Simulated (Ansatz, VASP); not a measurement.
## One calculation of CaO, two programs

Contents of POSCAR:

```
CaO
1.0
    0.0000000000      2.3650220457      2.3650220457
    2.3650220457      0.0000000000      2.3650220457
    2.3650220457      2.3650220457      0.0000000000
Ca O
1 1
Direct
    0.5000000000      0.5000000000      0.5000000000
    0.0000000000      0.0000000000      0.0000000000
```

INCAR.step1

```
PREC = Accurate ; ENCUT = 520
ISMEAR = 0 ; SIGMA = 0.05
LREAL = F ; LASPH = T
NELM = 100 ; NBANDS = 15
GGA = PE ; ALGO = Normal
EDIFF = 1E-4 ; LWAVE = T
LCHARG = F
```

Contents of INCAR.step2:

```
PREC = Accurate ; ENCUT = 520
EDIFF = 1E-6 ; ISMEAR = 0
SIGMA = 0.05 ; LREAL = F
LASPH = T ; NELM = 100
ALGO = Normal ; ISIF = 2
LWAVE = F ; LCHARG = F
METAGGA = R2SCAN ; LMIXTAU = T
NBANDS = 15 ; ISTART = 1
```

The input KPOINTS:

```
Automatic mesh
0
Gamma
  8 8 8
```

Input for Ansatz:

```yaml
crystal:
  lattice:
    - [0.0, 2.3650220457, 2.3650220457]
    - [2.3650220457, 0.0, 2.3650220457]
    - [2.3650220457, 2.3650220457, 0.0]
  atoms:
    - { symbol: Ca, position: [0.5, 0.5, 0.5] }
    - { symbol: O, position: [0.0, 0.0, 0.0] }
basis:
  ecutwfc: 500
  ecutrho_ratio: 4
kpoints:
  mp_grid: { grid: [8, 8, 8] }
hamiltonian:
  xc: r2scan
scf:
  occupations: { method: gaussian, width: 0.05 }
output:
  forces: true
  stress: true
  eigenvalues: true
```

Alike in both runs: task single point; functional r2SCAN; k mesh 8 × 8 × 8; occupations gaussian, width 0.05 eV; no spin polarisation.

```csv
,VASP,Ansatz
version,VASP 6.6.1,Ansatz 0.2.0
potentials or method,"VASP PAW PBE potentials, release 64 (Ca_sv, O), cutoff 520 eV","scalar-relativistic, plane waves, PAW"
valence electrons in the cell,16,16
```

|  | VASP | Ansatz | Ansatz less VASP |
| --- | --- | --- | --- |
| gap on the k mesh at the Fermi level (eV) | 4.17 | 4.19 | +0.015 |
| least direct gap on the mesh (eV) | 4.53 | 4.55 | +0.017 |
| pressure (GPa) | 6.5 | 5.2 | -1.27 |

VASP's potentials were made for PBE, not for r2SCAN.
